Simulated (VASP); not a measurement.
**Au: single point with PBE**

The system is Au.

```xyz
1
Lattice="0.0000 2.0822 2.0822 2.0822 0.0000 2.0822 2.0822 2.0822 0.0000" Properties=species:S:1:pos:R:3 pbc="T T T"
Au    0.0000    0.0000    0.0000
```

* Program: VASP 6.6.1
* Task: single point
* Functional: PBE
* Potentials or basis: VASP PAW PBE potentials, release 64 (Au)
* Cutoff: 520 eV
* k mesh: 8 × 8 × 8
* Occupations: gaussian, width 0.1 eV
* Spin: no spin polarisation

```yaml
Pressure: -0.1 GPa
```

Levels at points of the mesh, in eV from the Fermi level:
```tsv
k point	band 2	band 3	band 4	band 5	band 6	band 7	band 8	band 9	band 10	band 11
(0.00, 0.00, 0.00)	-4.29	-4.29	-4.29	-2.92	-2.92	14.69	18.35	18.35	18.35	23.08
(0.50, 0.00, 0.00)	-4.32	-4.32	-1.84	-1.84	-0.59	2.87	14.12	16.79	16.79	24.17
(0.50, 0.50, 0.00)	-6.16	-1.88	-1.55	-1.55	1.28	5.42	9.94	9.94	16.69	19.14
```

It took 3.5 s on 1 thread of Intel(R) Xeon(R) 6975P-C (Granite Rapids), on a shared host, peak memory 0.13 GiB.

Caveat: spin-orbit coupling is left out, which moves the levels of the heavy elements.
